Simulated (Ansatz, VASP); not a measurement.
Two plane-wave programs on Si3C2

```
Si C
1.0
     2.68305    1.54906    4.88355
    -2.68305    1.54906    4.88355
     0.00000   -3.09812    4.88355
Si C
6 4
Direct
  0.05625 0.44375 0.75000
  0.75000 0.05625 0.44375
  0.44375 0.75000 0.05625
  0.94375 0.55625 0.25000
  0.25000 0.94375 0.55625
  0.55625 0.25000 0.94375
  0.85218 0.85218 0.85218
  0.64782 0.64782 0.64782
  0.14782 0.14782 0.14782
  0.35218 0.35218 0.35218
```

Alike in both runs: task relaxation of cell and atoms; functional PBE; k mesh 6 × 6 × 6; occupations gaussian, width 0.1 eV; no spin polarisation.

|  | VASP | Ansatz |
| --- | --- | --- |
| version | VASP 6.6.1 | Ansatz 0.2.0 |
| potentials or method | VASP PAW PBE potentials, release 64 (Si, C), cutoff 600 eV | scalar-relativistic, plane waves, PAW |
| valence electrons in the cell | 40 | 40 |

Ansatz gave:

* gap on the k mesh at the Fermi level, each at its own relaxed structure (eV): none
* relaxed volume (Å³/atom): 11.06
* relaxed cell length with the largest relative difference (Å): 5.803

Question: Estimate VASP's values.

Answer: gap on the k mesh at the Fermi level, each at its own relaxed structure (eV): none; relaxed volume (Å³/atom): 11.14; relaxed cell length with the largest relative difference (Å): 5.817.

A gap of «none» marks a metal or a gap that the smearing closes.
